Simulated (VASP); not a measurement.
Here is a VASP 6.6.1 calculation.

Contents of INCAR:

```
  PREC = Accurate
  ENCUT = 600
  EDIFF = 1E-7
  ISMEAR = 0
  SIGMA = 0.1
  LREAL = F
  LASPH = T
  NELM = 80
  ALGO = Normal
  ISIF = 3
  LWAVE = F
  LCHARG = F
  GGA = PE
  IBRION = 2
  NSW = 90
  EDIFFG = -0.04
```

File KPOINTS:

```
Automatic mesh
0
Gamma
  6 6 6
```

The input POSCAR:

```
Sc2GaN3
1.0
    5.4610235158      0.0000000000      0.0000000000
   -2.7305117579      4.7293850953      0.0000000000
    0.0000000000      0.0000000000      3.0292087165
Sc Ga N
2 1 3
Direct
    0.3333333333      0.6666666667      0.0000000000
    0.6666666667      0.3333333333      0.0000000000
    0.0000000000      0.0000000000      0.5000000000
    0.5000000000      0.0000000000      0.5000000000
    0.0000000000      0.5000000000      0.5000000000
    0.5000000000      0.5000000000      0.5000000000
```

Potentials or basis: VASP PAW PBE potentials, release 64 (Sc_sv, Ga_d, N).

Launch:

```sh
$ cat potpaw_PBE.64/Sc_sv/POTCAR potpaw_PBE.64/Ga_d/POTCAR potpaw_PBE.64/N/POTCAR > POTCAR
$ mpirun -np 1 vasp_std > vasp.out
```

(1) Estimate the band gap on the k mesh.

(2) What does it give for the space group after relaxing (to 0.05 Å)?

Answers

(1) zero (band 25 reaches 4.52 eV, above the bottom of band 26 at 3.75 eV).

(2) P6/mmm (No. 191).
